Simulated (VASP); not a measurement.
Here is a VASP 6.6.1 calculation.

Contents of INCAR:

```
SYSTEM = MnSi2H2
PREC = Accurate
ENCUT = 520
EDIFF = 1E-6
ISMEAR = -1
SIGMA = 0.1
LREAL = .False.
LASPH = .True.
NELM = 100
ALGO = Normal
ISIF = 2
LWAVE = .False.
LCHARG = .False.
GGA = PE
NBANDS = 34
```

The input KPOINTS:

```
regular mesh
0
Gamma
  6 6 6
  0 0 0
```

The input POSCAR:

```
MnSi2H2
1.0
    0.0000000000      3.4577190000      0.0000000000
    4.3998100000     -1.7288600000      0.0000000000
   -0.3765280000      1.7288600000     -7.3062320000
Si Mn H
4 2 4
Direct
    0.3509000000      0.2650000000      0.5632000000
    0.6491000000      0.7350000000      0.4368000000
    0.4970000000      0.8706000000      0.8766000000
    0.5030000000      0.1294000000      0.1234000000
    0.2727000000      0.9178000000      0.3724000000
    0.7273000000      0.0822000000      0.6276000000
    0.9982500000      0.6704400000      0.6739400000
    0.0017500000      0.3295600000      0.3260600000
    0.1890400000      0.2697600000      0.8916800000
    0.8109600000      0.7302400000      0.1083200000
```

Potentials or basis: VASP PAW PBE potentials, release 64 (Si, Mn_pv, H).

Command:

```sh
$ cat potpaw_PBE.64/Si/POTCAR potpaw_PBE.64/Mn_pv/POTCAR potpaw_PBE.64/H/POTCAR > POTCAR
$ mpirun -np 1 vasp_std > vasp.out
```

Task: What does it give for the largest force?

Result: 6.450 eV/Å.

Task: Predict the band gap on the k mesh.

Result: Zero (bands 23 and 24 overlap by 0.74 eV).

Task: What does it give for the pressure?

Result: 30.4 GPa.

Forces in eV/Å, atoms in the order of the input:
```
Si   6.408  0.000 -0.735
Si  -6.408  0.000  0.735
Si  -3.356  0.000  0.847
Si   3.356  0.000 -0.847
Mn   0.109  0.000  3.448
Mn  -0.109  0.000 -3.448
H   -0.062  0.000 -0.192
H    0.062  0.000  0.192
H   -0.123  0.000  0.094
H    0.123  0.000 -0.094
```

Caveat: the cell stands under pressure; the run has no spin polarisation, though such a crystal can be magnetic; forces of over 1 eV/Å act on the atoms, so gaps and moduli don't describe the material at rest. Spin polarisation is off, so any magnetic state and its effect on volume and gap are missing.
